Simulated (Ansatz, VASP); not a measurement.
**Two plane-wave programs on ZnHOF**

Contents of POSCAR:

```
ZnHOF
1.0
   10.2280000000      0.0000000000      0.0000000000
    0.0000000000      3.1125000000      0.0000000000
    0.0000000000      0.0000000000      4.7165000000
Zn H O F
4 4 4 4
Direct
    0.1282436425      0.7500000000      0.5248567663
    0.3717563575      0.2500000000      0.0248567663
    0.6282436425      0.7500000000      0.9751432337
    0.8717563575      0.2500000000      0.4751432337
    0.9140842281      0.7500000000      0.9036416793
    0.5859157719      0.2500000000      0.4036416793
    0.4140842281      0.7500000000      0.5963583207
    0.0859157719      0.2500000000      0.0963583207
    0.4418175347      0.7500000000      0.7952387320
    0.0581824653      0.2500000000      0.2952387320
    0.9418175347      0.7500000000      0.7047612680
    0.5581824653      0.2500000000      0.2047612680
    0.1935595854      0.2500000000      0.8019524828
    0.3064404146      0.7500000000      0.3019524828
    0.6935595854      0.2500000000      0.6980475172
    0.8064404146      0.7500000000      0.1980475172
```

File INCAR.step1:

```
PREC = Accurate
ENCUT = 520
ISMEAR = -1
SIGMA = 0.02
LREAL = Auto
LASPH = True
NELM = 100
NBANDS = 66
GGA = PE
ALGO = Normal
EDIFF = 1E-4
LWAVE = True
LCHARG = False
```

The input INCAR.step2:

```
PREC = Accurate
ENCUT = 520
EDIFF = 1E-8
ISMEAR = -1
SIGMA = 0.02
LREAL = Auto
LASPH = True
NELM = 100
ALGO = Normal
ISIF = 2
LWAVE = False
LCHARG = False
METAGGA = R2SCAN
LMIXTAU = True
LEFG = True
NBANDS = 66
ISTART = 1
```

File KPOINTS:

```
Automatic mesh
0
Gamma
  2 7 5
```

Input for Ansatz:

```yaml
crystal:
  lattice:
    - [10.228, 0.0, 0.0]
    - [0.0, 3.1125, 0.0]
    - [0.0, 0.0, 4.7165]
  atoms:
    - { symbol: Zn, position: [0.1282436425, 0.75, 0.5248567663] }
    - { symbol: Zn, position: [0.3717563575, 0.25, 0.0248567663] }
    - { symbol: Zn, position: [0.6282436425, 0.75, 0.9751432337] }
    - { symbol: Zn, position: [0.8717563575, 0.25, 0.4751432337] }
    - { symbol: H, position: [0.9140842281, 0.75, 0.9036416793] }
    - { symbol: H, position: [0.5859157719, 0.25, 0.4036416793] }
    - { symbol: H, position: [0.4140842281, 0.75, 0.5963583207] }
    - { symbol: H, position: [0.0859157719, 0.25, 0.0963583207] }
    - { symbol: O, position: [0.4418175347, 0.75, 0.795238732] }
    - { symbol: O, position: [0.0581824653, 0.25, 0.295238732] }
    - { symbol: O, position: [0.9418175347, 0.75, 0.704761268] }
    - { symbol: O, position: [0.5581824653, 0.25, 0.204761268] }
    - { symbol: F, position: [0.1935595854, 0.25, 0.8019524828] }
    - { symbol: F, position: [0.3064404146, 0.75, 0.3019524828] }
    - { symbol: F, position: [0.6935595854, 0.25, 0.6980475172] }
    - { symbol: F, position: [0.8064404146, 0.75, 0.1980475172] }
kpoints:
  mp_grid: { grid: [2, 7, 5] }
scf:
  occupations: { method: fermi_dirac, width: 0.02 }
hamiltonian:
  xc: r2scan
  pseudopotentials: { kind: paw }
output:
  forces: true
  stress: true
  populations: true
  efg:
    quadrupole_moments_barn: { Zn: 0.122, H: 0.00285783, O: -0.02558 }
    contact_densities: true
```

Alike in both runs: task electric field gradients; functional r2SCAN; k mesh 2 × 7 × 5; occupations fermi-dirac, width 0.02 eV; no spin polarisation.

|  | VASP | Ansatz |
| --- | --- | --- |
| version | VASP 6.6.1 | Ansatz 0.2.0 |
| potentials or method | VASP PAW PBE potentials, release 64 (Zn, H, O, F) | plane-wave PAW, scalar-relativistic |
| plane-wave cutoff (eV) | 520 | 500 |
| valence electrons in the cell | 104 | 104 |

```tsv
	VASP	Ansatz	Ansatz less VASP
gap on the k mesh at the Fermi level (eV)	3.27	3.32	+0.051
pressure (GPa)	-0.7	-1.2	-0.50
traceless stress, the component that is largest in VASP (GPa)	-1.80	-2.01	-0.214
rms of the force components (eV/Å)	0.108	0.151	+0.0430
size of Vzz on the site where it differs most (V/Å²)	97.7	101.2	+3.51
```

VASP's potentials were made for PBE, not for r2SCAN. Atom by atom the forces differ by 0.046 eV/Å (rms over components).
